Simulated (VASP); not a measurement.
# AlCu3 (Pm-3m) in VASP: further runs

Runs on AlCu3. Level: PBEsol. Tasks: single point.

All numbers are computed with VASP 6.6.1; they aren't measurements. Logs are shortened: lines on timing, memory, paths and dates and some standing lists are left out, and cuts for length are marked.

## Step 1: The cell of the first run

It takes space group Pm-3m (No. 221, cubic). The conventional cell has a = 3.464 Å, b = 3.464 Å, c = 3.464 Å, α = 90.00°, β = 90.00°, γ = 90.00°. Al (site symmetry m-3m) has 12 Cu at 2.45 Å within 3.2 Å. Within 3.2 Å of Cu (site symmetry 4/mmm) lie 4 Al at 2.45 Å and 8 Cu at 2.45 Å.

## Step 2: Single point, PBEsol

INCAR

```
SYSTEM = AlCu3
PREC = Accurate ; ENCUT = 600
EDIFF = 1E-6 ; ISMEAR = 1
SIGMA = 0.1 ; LREAL = .FALSE.
LASPH = .TRUE. ; NELM = 120
ALGO = Normal ; ISIF = 2
LWAVE = .FALSE. ; LCHARG = .TRUE.
GGA = PS ; LELF = .TRUE.
LVHAR = .TRUE. ; NBANDS = 26
GGA_COMPAT = .FALSE.
```

KPOINTS

```
regular mesh
0
G
  7 7 7
  0 0 0
```

POSCAR

```
AlCu3
1.0
    3.4643775431      0.0000000000      0.0000000000
    0.0000000000      3.4643775431      0.0000000000
    0.0000000000      0.0000000000      3.4643775431
Al Cu
1 3
Direct
    0.0000000000      0.0000000000      0.0000000000
    0.0000000000      0.5000000000      0.5000000000
    0.5000000000      0.0000000000      0.5000000000
    0.5000000000      0.5000000000      0.0000000000
```

Potentials or basis: VASP PAW PBE potentials, release 64 (Al, Cu).

On the command line:

```sh
$ cat potpaw_PBE.64/Al/POTCAR potpaw_PBE.64/Cu/POTCAR > POTCAR
$ mpirun -np 1 vasp_std > vasp.out
```

OUTCAR:

```text
SYSTEM = AlCu3
   PREC = Accurate
   ENCUT = 600
   EDIFF = 1E-6
   ISMEAR = 1
   LREAL = .FALSE.
   LASPH = .TRUE.
   NELM = 120
   ISIF = 2
   GGA = PS

 ion  position               nearest neighbor table
   1  0.000  0.000  0.000-   2 2.45   3 2.45   4 2.45   2 2.45   3 2.45   2 2.45   4 2.45   2 2.45
                             3 2.45   4 2.45   3 2.45   4 2.45
   2  0.000  0.500  0.500-   1 2.45   3 2.45   4 2.45   1 2.45   4 2.45   1 2.45   3 2.45   1 2.45
                             3 2.45   4 2.45   4 2.45   3 2.45
   3  0.500  0.000  0.500-   1 2.45   2 2.45   4 2.45   1 2.45   4 2.45   2 2.45   4 2.45   4 2.45
                             1 2.45   2 2.45   1 2.45   2 2.45
   4  0.500  0.500  0.000-   1 2.45   2 2.45   3 2.45   2 2.45   3 2.45   1 2.45   3 2.45   3 2.45
                             1 2.45   2 2.45   2 2.45   1 2.45

  LATTYP: Found a simple cubic cell.
 ALAT       =     3.4643775431

  Lattice vectors:

 A1 = (   3.4643775431,   0.0000000000,   0.0000000000)
 A2 = (   0.0000000000,   3.4643775431,   0.0000000000)
 A3 = (   0.0000000000,   0.0000000000,   3.4643775431)

Analysis of symmetry for initial positions (statically):
=====================================================================
 Subroutine PRICEL returns:
 Original cell was already a primitive cell.

 Routine SETGRP: Setting up the symmetry group for a
 simple cubic supercell.

 Subroutine GETGRP returns: Found 48 space group operations
 (whereof 48 operations were pure point group operations)
 out of a pool of 48 trial point group operations.

The static configuration has the point symmetry O_h .

Analysis of symmetry for dynamics (positions and initial velocities):
=====================================================================
 Subroutine PRICEL returns:
 Original cell was already a primitive cell.

 Routine SETGRP: Setting up the symmetry group for a
 simple cubic supercell.

 Subroutine GETGRP returns: Found 48 space group operations
 (whereof 48 operations were pure point group operations)
 out of a pool of 48 trial point group operations.

The dynamic configuration has the point symmetry O_h .

 Subroutine INISYM returns: Found 48 space group operations
 (whereof 48 operations are pure point group operations),
 and found     1 'primitive' translations

----------------------------------------------------------------------------------------

                                     Primitive cell

  volume of cell :      41.5792

  direct lattice vectors                    reciprocal lattice vectors
     3.464377543  0.000000000  0.000000000     0.288652142  0.000000000  0.000000000
     0.000000000  3.464377543  0.000000000     0.000000000  0.288652142  0.000000000
     0.000000000  0.000000000  3.464377543     0.000000000  0.000000000  0.288652142

  length of vectors
     3.464377543  3.464377543  3.464377543     0.288652142  0.288652142  0.288652142

  position of ions in fractional coordinates (direct lattice)
     0.000000000  0.000000000  0.000000000
     0.000000000  0.500000000  0.500000000
     0.500000000  0.000000000  0.500000000
     0.500000000  0.500000000  0.000000000

  ion indices of the primitive-cell ions
   primitive index   ion index
                 1           1
                 2           2
                 3           3
                 4           4

----------------------------------------------------------------------------------------

 KPOINTS: regular mesh

Automatic generation of k-mesh.
 Grid dimensions read from file:
 generate k-points for:    7    7    7

 Generating k-lattice:

  Cartesian coordinates                     Fractional coordinates (reciprocal lattice)
     0.041236020  0.000000000  0.000000000     0.142857143  0.000000000  0.000000000
     0.000000000  0.041236020  0.000000000     0.000000000  0.142857143  0.000000000
     0.000000000  0.000000000  0.041236020     0.000000000  0.000000000  0.142857143

  Length of vectors
     0.041236020  0.041236020  0.041236020

  Shift w.r.t. Gamma in fractional coordinates (k-lattice)
     0.000000000  0.000000000  0.000000000

 Subroutine IBZKPT returns following result:
 ===========================================

 Found     20 irreducible k-points:

 Following reciprocal coordinates:
            Coordinates               Weight
  0.000000  0.000000  0.000000      1.000000
  0.142857  0.000000  0.000000      6.000000
  0.285714  0.000000  0.000000      6.000000
  0.428571  0.000000  0.000000      6.000000
  0.142857  0.142857  0.000000     12.000000
  0.285714  0.142857  0.000000     24.000000
[... 12 lines left out ...]
  0.428571  0.428571  0.285714     24.000000
  0.428571  0.428571  0.428571      8.000000
   k-points           NKPTS =     20   k-points in BZ     NKDIM =     20   number of bands    NBANDS=     26
   number of dos      NEDOS =    301   number of ions     NIONS =      4
   total plane-waves  NPLWV =  21952
   dimension x,y,z NGX =    28 NGY =   28 NGZ =   28
   dimension x,y,z NGXF=    56 NGYF=   56 NGZF=   56
   ions per type =               1   3
   NGX,Y,Z   is equivalent  to a cutoff of  13.44, 13.44, 13.44 a.u.
   NGXF,Y,Z  is equivalent  to a cutoff of  26.87, 26.87, 26.87 a.u.
 SYSTEM =  AlCu3
   PREC   = accura    normal or accurate (medium, high low for compatibility)
   ISTART =      0    job   : 0-new  1-cont  2-samecut
   ICHARG =      2    charge: 1-file 2-atom 10-const
   ISPIN  =      1    spin polarized calculation?
   LNONCOLLINEAR =      F non collinear calculations
   LSORBIT =      F    spin-orbit coupling
   LASPH  =      T    aspherical Exc in radial PAW
   ENCUT  =  600.0 eV  44.10 Ry    6.64 a.u.   6.92  6.92  6.92*2*pi/ulx,y,z
   NELM   =    120;   NELMIN=  2; NELMDL= -5     # of ELM steps
   EDIFF  = 0.1E-05   stopping-criterion for ELM
   LREAL  =      F    real-space projection
   EDIFFG = 0.1E-04   stopping-criterion for IOM
   NSW    =      0    number of steps for IOM
   IBRION =     -1    ionic relax: 0-MD 1-quasi-New 2-CG
   NFREE  =      0    steps in history (QN), initial steepest desc. (CG)
   ISIF   =      2    stress and relaxation
   ISYM   =      2    0-nonsym 1-usesym 2-fastsym
   POTIM  = 0.5000    time-step for ionic-motion
   TEBEG  =    0.0;   TEEND  =   0.0 temperature during run
   PSTRESS=    0.0 pullay stress
   NELECT =      36.0000    total number of electrons
   NUPDOWN=      -1.0000    fix difference up-down
   EMIN   =  10.00;   EMAX   =-10.00  energy-range for DOS
   EFERMI =   0.00;   METHOD = LEGACY
   ISMEAR =     1;   SIGMA  =   0.10  broadening in eV -4-tet -1-fermi 0-gaus
   EFERMI_NEDOS =   21; number of points for ismear=-14 and -15
   IALGO  =     38    algorithm
   IMIX   =      4    mixing-type and parameters
     AMIX     =   0.40;   BMIX     =  1.00
     AMIX_MAG =   1.60;   BMIX_MAG =  1.00
  volume/ion in A,a.u.               =      10.39        70.15
  Fermi-wavevector in a.u.,A,eV,Ry     =   1.560332  2.948601 33.125249  2.434637
  Thomas-Fermi vector in A             =   2.663560
   LORBIT       =      0    0 simple, 1 ext, 2 COOP (PROOUT), +10 PAW based schemes
   GGA     = PS    functional components
   LHFCALC =     F    Hartree Fock is set to
   AEXX    =    0.0000 exact exchange contribution
   IVDW    =     0    specifies the selected vdW correction
   LEPSILON=     F    determine dielectric tensor
   LRPA    =     F    only Hartree local field effects (RPA)
 non-spin polarized calculation
 Methfessel and Paxton  Order N= 1 SIGMA  =   0.10
  energy-cutoff  :      600.00
  volume of cell :       41.58
 maximum number of plane-waves:      1399
 NGX is ok and might be reduce to    28
   NGX = 13   NGY = 13   NGZ = 13

 number of electron      36.0000063 magnetization

 Free energy of the ion-electron system (eV)
  ---------------------------------------------------
  ext. energy  EPLUGINS =         0.00000000
  ---------------------------------------------------
  free energy    TOTEN  =       -17.27131597 eV

  energy without entropy =      -17.27010122  energy(sigma->0) =      -17.27091105

 E-fermi :  10.6965     XC(G=0): -13.2783

 val. band max:       10.2078226591   @ k =   0.4286   0.2857   0.2857
 cond. band min:      10.7354786303   @ k =   0.1429   0.0000   0.0000
 fundamental gap:      0.5276559712
 Fermi energy:        10.6964886280

 k-point     1 :       0.0000    0.0000    0.0000
  band No.  band energies     occupation
      1      -1.3215      2.00000
      2       4.1682      2.00000
      3       4.8513      2.00000
      4       4.8513      2.00000
      5       5.1806      2.00000
      6       5.1806      2.00000
[... 18 lines left out ...]
     25      22.1562      0.00000
     26      23.5049      0.00000

 k-point     2 :       0.1429    0.0000    0.0000
  band No.  band energies     occupation
      1      -1.0584      2.00000
      2       4.2393      2.00000
      3       4.7429      2.00000
      4       5.0013      2.00000
      5       5.2257      2.00000
      6       5.2257      2.00000
[... 18 lines left out ...]
     25      21.4101      0.00000
     26      22.4476      0.00000

 k-point     3 :       0.2857    0.0000    0.0000
  band No.  band energies     occupation
      1      -0.2857      2.00000
      2       3.8764      2.00000
      3       4.7002      2.00000
      4       5.3464      2.00000
      5       5.3464      2.00000
      6       5.3824      2.00000
[... 18 lines left out ...]
     25      20.7863      0.00000
     26      21.3477      0.00000

 k-point     4 :       0.4286    0.0000    0.0000
  band No.  band energies     occupation
      1       0.9231      2.00000
      2       2.5281      2.00000
      3       4.9364      2.00000
      4       5.4772      2.00000
      5       5.4772      2.00000
      6       5.5290      2.00000
[... 18 lines left out ...]
     25      19.7617      0.00000
     26      24.7062      0.00000
[... 380 lines left out ...]
      1       2.5207      2.00000
      2       3.8030      2.00000
      3       4.5304      2.00000
      4       5.2864      2.00000
      5       5.6701      2.00000
      6       5.8984      2.00000
[... 18 lines left out ...]
     25      23.4831      0.00000
     26      24.9318      0.00000

 k-point    19 :       0.4286    0.4286    0.2857
  band No.  band energies     occupation
      1       3.1041      2.00000
      2       4.0860      2.00000
      3       4.4067      2.00000
      4       4.9401      2.00000
      5       5.9583      2.00000
      6       6.0149      2.00000
[... 18 lines left out ...]
     25      26.1076      0.00000
     26      26.2638      0.00000

 k-point    20 :       0.4286    0.4286    0.4286
  band No.  band energies     occupation
      1       3.2064      2.00000
      2       4.3423      2.00000
      3       4.6483      2.00000
      4       4.6483      2.00000
      5       6.2575      2.00000
      6       6.2575      2.00000
[... 18 lines left out ...]
     25      26.8583      0.00000
     26      28.8400      0.00000

------------------------ aborting loop because EDIFF is reached ----------------------------------------

  FORCE on cell =-STRESS in cart. coord.  units (eV):
  Direction    XX          YY          ZZ          XY          YZ          ZX
  --------------------------------------------------------------------------------------
  -------------------------------------------------------------------------------------
  Total        7.8918534      7.8918534      7.8918534      0.0000000      0.0000000      0.0000000
  in kB      304.0982670    304.0982670    304.0982670      0.0000000      0.0000000      0.0000000
  external PRESSURE =     304.0982670 kB  Pullay stress =       0.0000000 kB

 VOLUME and BASIS-vectors are now :
 -----------------------------------------------------------------------------
  energy-cutoff  :      600.00
  volume of cell :       41.58
      direct lattice vectors                 reciprocal lattice vectors
     3.464377543  0.000000000  0.000000000     0.288652142  0.000000000  0.000000000
     0.000000000  3.464377543  0.000000000     0.000000000  0.288652142  0.000000000
     0.000000000  0.000000000  3.464377543     0.000000000  0.000000000  0.288652142

 POSITION                                       TOTAL-FORCE (eV/Angst)
 -----------------------------------------------------------------------------------
      0.00000      0.00000      0.00000         0.000000      0.000000      0.000000
      0.00000      1.73219      1.73219         0.000000      0.000000      0.000000
      1.73219      0.00000      1.73219         0.000000      0.000000      0.000000
      1.73219      1.73219      0.00000         0.000000      0.000000      0.000000
 -----------------------------------------------------------------------------------
    total drift:                                0.000000      0.000000      0.000000

  FREE ENERGIE OF THE ION-ELECTRON SYSTEM (eV)
  ---------------------------------------------------
  free  energy   TOTEN  =       -17.2713159708 eV

  energy  without entropy=      -17.2701012191  energy(sigma->0) =      -17.27091105
```

Run time: 20 s. Hardware: 1 thread of Intel Xeon Platinum 8375C at 2.90GHz (Ice Lake), shared host; peak memory 0.16 GiB.

What came out:

```yaml
Free_energy: -17.2713 eV
Pressure: 30.4 GPa
Band_gap_on_the_k_mesh: zero (bands 18 and 19 overlap by 5.28 eV)
```

Levels at points of the mesh, in eV from the Fermi level:
| k point | band 14 | band 15 | band 16 | band 17 | band 18 | band 19 | band 20 | band 21 | band 22 | band 23 |
| --- | --- | --- | --- | --- | --- | --- | --- | --- | --- | --- |
| (0.00, 0.00, 0.00) | -2.37 | -2.37 | -2.37 | -0.61 | -0.61 | -0.61 | 4.83 | 4.83 | 6.11 | 11.46 |

Caveat: the cell stands under pressure; the PAW data sets were made with another functional, which shifts forces and pressure a little.

[end of part 1 of 2]

The gap in the log of VASP goes by the Fermi energy; the results here count the filled bands.